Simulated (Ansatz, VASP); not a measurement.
## K in VASP and in Ansatz

Contents of INCAR:

```
PREC     = Accurate       # precision mode
ENCUT    = 520            # plane-wave cutoff, eV
EDIFF    = 1E-6           # SCF threshold, eV
ISMEAR   = 1              # smearing method
SIGMA    = 0.01           # smearing width, eV
LREAL    = F              # projectors in reciprocal space
LASPH    = T              # aspherical terms in the spheres
NELM     = 80             # most SCF steps
ALGO     = Normal         # electronic algorithm
ISIF     = 2              # what is computed and relaxed
LWAVE    = F              # write WAVECAR
LCHARG   = F              # write CHGCAR
GGA      = PE             # functional
NBANDS   = 10             # bands
```

Contents of KPOINTS:

```
Automatic mesh
0
Gamma
  9 9 9
```

File POSCAR:

```
K
1.0
   -2.6417142217      2.6417142217      2.6417142217
    2.6417142217     -2.6417142217      2.6417142217
    2.6417142217      2.6417142217     -2.6417142217
K
1
Direct
    0.0000000000      0.0000000000      0.0000000000
```

Input for Ansatz:

```yaml
crystal:
  lattice:
    - [-2.6417142217, 2.6417142217, 2.6417142217]
    - [2.6417142217, -2.6417142217, 2.6417142217]
    - [2.6417142217, 2.6417142217, -2.6417142217]
  atoms:
    - { symbol: K, position: [0.0, 0.0, 0.0] }
hamiltonian:
  xc: pbe
  pseudopotentials:
    kind: paw
    azcp:
      K: "pseudopotentials/K.paw.azcp"
basis:
  ecutwfc: 420
  fft_grid_basis: typed
kpoints:
  mp_grid: { grid: [9, 9, 9], shift: [0, 0, 0] }
magnetization:
  spin_polarized: false
scf:
  occupations: { method: methfessel_paxton, width: 0.01 }
  lower_state_search: "off"
output:
  stress: true
```

Alike in both runs: task single point; functional PBE; k mesh 9 × 9 × 9; occupations methfessel-paxton of order 1, width 0.01 eV; no spin polarisation.

```csv
,VASP,Ansatz
version,VASP 6.6.1,Ansatz 0.2.0
potentials or method,"VASP PAW PBE potentials, release 64 (K_sv), cutoff 520 eV","plane waves (420 eV) with PAW, scalar-relativistic"
valence electrons in the cell,9,9
```

|  | VASP | Ansatz | Ansatz less VASP |
| --- | --- | --- | --- |
| pressure (GPa) | 0.0 | 0.0 | +0.01 |
